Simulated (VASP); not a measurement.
SnGe2:

```
Ge Sn
1.0
     4.12603    0.00000    0.00000
    -2.06301    3.57325    0.00000
     0.00000    0.00000   10.10667
Ge Sn
4 2
Direct
  0.00000 0.00000 0.00000
  0.66667 0.33333 0.66667
  0.33333 0.66667 0.33333
  0.66667 0.33333 0.91667
  0.33333 0.66667 0.58333
  0.00000 0.00000 0.25000
```

| Quantity | Value |
| --- | --- |
| Program | VASP 6.6.1 |
| Task | relaxation of cell and atoms |
| Functional | PBE |
| Potentials or basis | VASP PAW PBE potentials, release 64 (Ge_d, Sn_d) |
| Cutoff | 600 eV |
| k mesh | 6 × 6 × 2 |
| Occupations | fermi-dirac, width 0.02 eV |
| Spin | no spin polarisation |

At the start: pressure 8.4 GPa; volume 24.83 Å³/atom.

How do energy, volume and symmetry change on relaxing?

Over 11 steps the energy falls by 101.4 meV/atom and the volume is 28.01 Å³/atom (+12.8 %); space group P3m1 (No. 156, to 0.1 Å) before and after.

Step by step:
| step | energy change (eV) | largest force (eV/Å) | pressure (GPa) | volume (Å³) |
| --- | --- | --- | --- | --- |
| 1 | 0.0000 | 1.3384 | 8.41 | 149.01 |
| 2 | -0.4829 | 0.3195 | -2.45 | 178.92 |
| 3 | -0.5492 | 0.5327 | -0.36 | 170.10 |
| 4 | -0.5772 | 0.3521 | -0.20 | 169.34 |
| 5 | -0.6017 | 0.2390 | 0.13 | 167.89 |
| 6 | -0.6019 | 0.2401 | 0.14 | 167.73 |
| 7 | -0.6075 | 0.1172 | -0.01 | 168.25 |
| 8 | -0.6075 | 0.1050 | -0.04 | 168.31 |
| 9 | -0.6081 | 0.0552 | -0.01 | 168.20 |
| 10 | -0.6083 | 0.0083 | -0.03 | 168.24 |
| 11 | -0.6083 | 0.0046 | 0.02 | 168.08 |

Final structure:
```cif
data_structure
_symmetry_space_group_name_H-M 'P 1'
_symmetry_Int_Tables_number 1
_cell_length_a 4.3024
_cell_length_b 4.3024
_cell_length_c 10.4845
_cell_angle_alpha 90.000
_cell_angle_beta 90.000
_cell_angle_gamma 120.000
_cell_volume 168.08
loop_
_atom_site_label
_atom_site_type_symbol
_atom_site_fract_x
_atom_site_fract_y
_atom_site_fract_z
_atom_site_occupancy
Ge1 Ge 0.00000 0.00000 0.98725 1
Ge2 Ge 0.66667 0.33333 0.67847 1
Ge3 Ge 0.33333 0.66667 0.33380 1
Ge4 Ge 0.66667 0.33333 0.91683 1
Sn1 Sn 0.33333 0.66667 0.58936 1
Sn2 Sn 0.00000 0.00000 0.24428 1
```
